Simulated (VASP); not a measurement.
# Al36BN34 (a cell with a defect) in VASP: further runs, part 3 of 3

VASP 6.6.1.

## Step 6: Single point, PBE, collinear spin

INCAR

```
SYSTEM = Al36BN34
ALGO = Normal
EDIFF = 1E-6
ENCUT = 520
GGA = PE
ISIF = 2
ISMEAR = -1
ISPIN = 2
LASPH = .True.
LCHARG = .False.
LORBIT = 11
LREAL = Auto
LWAVE = .False.
MAGMOM = 0 0 0 0 0 0 0 0 0 0 0 0 0 0.01 0 0 0 0.03 0 0 0 0 0 0 0 0 0 0 0 0.02 0 0 0 0 0 0 0 0 0 0 0.04 0 0 0 0 0 0 0 0.03 0 0.01 0.03 0 0 0.02 0 0 0 0 0 0 0 0.05 0 0 0.01 0 0 0 0 0.29
NBANDS = 186
NELM = 150
NUPDOWN = 1.0
PREC = Accurate
SIGMA = 0.01
```

KPOINTS

```
Automatic mesh
0
Gamma
  1 1 1
  0.25 0.25 0.25
```

POSCAR

```
Al36BN34
1.0
    9.3892708692      0.0000000866      0.0000000000
   -4.6946355096      8.1313470524      0.0000000000
    0.0000000000      0.0000000000     10.0348065929
Al N B
36 34 1
Direct
    0.2224873910      0.1101477847      0.2510279438
    0.1121476618      0.2225882804      0.4996069649
    0.2196428344      0.1085429800      0.7523866996
    0.1113235258      0.2229407788      1.0011859589
    0.2265116854      0.4463201225      0.2513743161
    0.1111460682      0.5551779203      0.5004692744
    0.2206970752      0.4433944896      0.7510306419
    0.1115625606      0.5550498059      1.0010260388
    0.2222909792      0.7771245172      0.2508627552
    0.1100196101      0.8860306574      0.5010768244
    0.2221313207      0.7767346134      0.7507868856
    0.1111389920      0.8877841831      1.0008958446
    0.5542493139      0.1110736632      0.2511831833
    0.4317481628      0.2080344650      0.5053945432
    0.5554323494      0.1086690305      0.7514324146
    0.4441181440      0.2203716196      0.9947941050
    0.5668241946      0.4564409795      0.2369205166
    0.4441145431      0.5583251912      0.5070959062
    0.5550438743      0.4419820196      0.7424933881
    0.4445852213      0.5564578897      0.9945873665
    0.5566564238      0.7777691948      0.2511693596
    0.4430676828      0.8864323192      0.5009589537
    0.5569654953      0.7794706823      0.7512610565
    0.4443749462      0.8878562136      1.0012497818
    0.8893113010      0.1125097362      0.2518270026
    0.7755091665      0.2240915054      0.4995834693
    0.8888920855      0.1114966790      0.7496742459
    0.7788343938      0.2233017458      1.0004987445
    0.8895701734      0.4474105605      0.2505548450
    0.7840471035      0.5650359356      0.5016507979
    0.8899026252      0.4440858352      0.7494789967
    0.7818958694      0.5577909385      0.9931605473
    0.8908762683      0.7792977283      0.2498284164
    0.7781315503      0.8897862054      0.4993573211
    0.8896736321      0.7795782462      0.7503373284
    0.7787795641      0.8901776467      1.0007799115
    0.2140880138      0.1026948161      0.4394115392
    0.1142658087      0.2233588803      0.1917087864
    0.2207886201      0.1104079180      0.9432028532
    0.1115245335      0.2212419884      0.6908278383
    0.2221895132      0.4456808822      0.4414846669
    0.1126531103      0.5549359683      0.1913318190
    0.2209819625      0.4435478667      0.9406109833
    0.1116335995      0.5549874441      0.6906257379
    0.2216526852      0.7767219271      0.4411842924
    0.1133445504      0.8896762779      0.1903221239
    0.2224304761      0.7774940450      0.9412834614
    0.1114400557      0.8877180666      0.6915364575
    0.5518077217      0.1062088902      0.4404030675
    0.5563898802      0.1100754653      0.9424545749
    0.4402919798      0.2141607692      0.6971105508
    0.4451438018      0.5583131856      0.1833948854
    0.5561209494      0.4434136363      0.9397314129
    0.4432580632      0.5570844323      0.6970528015
    0.5549484257      0.7793743494      0.4412440204
    0.4446227707      0.8892276895      0.1912128620
    0.5573707428      0.7803078249      0.9407681291
    0.4442494930      0.8876045097      0.6913480248
    0.8883141634      0.1136286555      0.4412329742
    0.7765028962      0.2240070430      0.1913476442
    0.8894395385      0.1123497903      0.9412874219
    0.7768993106      0.2216090791      0.6905169299
    0.8903387780      0.4468919830      0.4408187920
    0.7875843097      0.5618883775      0.1804814078
    0.8905635818      0.4437342655      0.9391727531
    0.7817229169      0.5577661592      0.6941268281
    0.8936925120      0.7842590659      0.4397113202
    0.7792789629      0.8905756689      0.1913654009
    0.8904534627      0.7813355612      0.9395443364
    0.7783468490      0.8894791029      0.6902248529
    0.5514436521      0.4332901163      0.4328332641
```

Potentials or basis: VASP PAW PBE potentials, release 64 (Al, N, B).

Launch:

```
> cat potpaw_PBE.64/Al/POTCAR potpaw_PBE.64/N/POTCAR potpaw_PBE.64/B/POTCAR > POTCAR
> mpirun -np 1 vasp_std > vasp.out
```

Wall time 1.7 h (1 thread of Oxide Virtual Turin-like, shared host); peak memory 1.7 GiB.

The run converged. Its results:

| Property | Result |
| --- | --- |
| Free energy | -516.3247 eV |
| Pressure | 1.6 GPa |
| Largest force | 0.087 eV/Å |
| Net moment | 1.00 μB per cell |
| Site moments | Al -0.00, +0.00, +0.01, +0.05, +0.03 (each value once); N +0.00, +0.03, -0.00, +0.02, +0.04, +0.01 (each value once); B +0.28 μB |
| Valence electrons inside the program's atomic spheres | Al 0.77, 0.79, 0.81, 0.80, 0.82, 0.85, 0.83 (each value once); N 3.86, 3.84, 3.85, 3.82, 3.83, 3.87 (each value once); B 2.05 |

Forces in eV/Å, atoms in the order of the input:
```
Al  -0.023  0.009  0.011
Al  -0.042  0.027 -0.003
Al   0.027 -0.008 -0.004
Al  -0.033  0.017  0.011
Al   0.022 -0.018  0.003
Al  -0.020 -0.001 -0.014
Al   0.030 -0.011  0.002
Al  -0.022  0.011 -0.001
Al   0.070 -0.020  0.012
Al  -0.015  0.014  0.011
Al   0.031 -0.018 -0.001
Al  -0.014  0.023 -0.033
Al   0.037 -0.010 -0.008
Al   0.031 -0.003 -0.022
Al   0.018 -0.013 -0.010
Al  -0.013  0.033 -0.022
Al  -0.004  0.001  0.018
Al  -0.004  0.070 -0.024
Al   0.013 -0.028 -0.008
Al  -0.016  0.012  0.005
Al  -0.015 -0.023 -0.003
Al  -0.004  0.025 -0.024
Al   0.020 -0.022  0.002
Al  -0.021  0.013  0.020
Al   0.017  0.023 -0.022
Al  -0.036  0.010 -0.020
Al   0.025 -0.011  0.000
Al  -0.027  0.016  0.027
Al   0.048 -0.055  0.012
Al   0.010  0.036  0.010
Al   0.035 -0.019  0.003
Al  -0.047 -0.006 -0.024
Al  -0.064  0.032  0.050
Al  -0.067  0.018 -0.006
Al   0.023 -0.003  0.003
Al  -0.032  0.020  0.005
N    0.036 -0.007  0.027
N   -0.038 -0.002  0.012
N    0.032 -0.021  0.005
N   -0.038  0.018  0.004
N    0.055 -0.029  0.005
N   -0.053  0.025 -0.008
N    0.038 -0.018 -0.005
N   -0.043  0.020  0.003
N    0.020 -0.017  0.001
N    0.027  0.008 -0.028
N    0.030 -0.020  0.000
N   -0.044  0.019 -0.005
N    0.030 -0.032 -0.004
N    0.038 -0.024  0.029
N   -0.039  0.028  0.018
N   -0.030  0.032  0.026
N    0.033 -0.010 -0.015
N   -0.044  0.028  0.008
N    0.034 -0.011  0.010
N   -0.006  0.018 -0.011
N    0.038 -0.024 -0.005
N   -0.041  0.023  0.014
N    0.049 -0.021  0.006
N   -0.011 -0.003  0.011
N    0.042 -0.023 -0.007
N   -0.047  0.020  0.005
N    0.001  0.000  0.003
N    0.004 -0.029 -0.035
N    0.038 -0.015 -0.007
N   -0.059  0.005 -0.032
N    0.050 -0.050  0.002
N   -0.021  0.016 -0.007
N    0.043 -0.033  0.004
N   -0.033  0.018 -0.001
B   -0.029 -0.032  0.015
```

Stress tensor (GPa, compression positive):
```
 0.64  0.26 -0.28
 0.26  2.08 -0.27
-0.28 -0.27  1.94
```

Caveat: the k points lie up to 0.39 Å⁻¹ apart; the total moment is fixed, so each spin has its own Fermi level and the state may be an excited one.
